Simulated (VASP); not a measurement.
The system is ZnSe (Stilleite).

```
Zn Se
1.0
     0.00000    2.83242    2.83242
     2.83242    0.00000    2.83242
     2.83242    2.83242    0.00000
Zn Se
1 1
Cartesian
  0.0000 0.0000 0.0000
  1.4162 1.4162 1.4162
```

Program: VASP 6.6.1. Alike in all runs: task single point; potentials or basis VASP PAW PBE potentials, release 64 (Zn, Se); no spin polarisation; cell as given; cutoff (eV) 520. Hardware: 1 thread of Intel(R) Xeon(R) 6975P-C (Granite Rapids), with other jobs on the host.

Task: Order these runs on this cell by their wall time, lowest first.
A. level PBE-based screened hybrid; k mesh 4 × 4 × 4; smearing gaussian 0.01 eV; grid for exact exchange (PRECFOCK) Normal; share of exact exchange 0.2; screening parameter 0.3 1/Å
B. level PBE; k mesh 6 × 6 × 6; smearing methfessel-paxton 0.2 eV
C. level PBE; k mesh 2 × 2 × 2; smearing gaussian 0.01 eV

Result: C (3.4 s), B (9.4 s), A (290 s).

Caveats: some runs use coarse meshes.
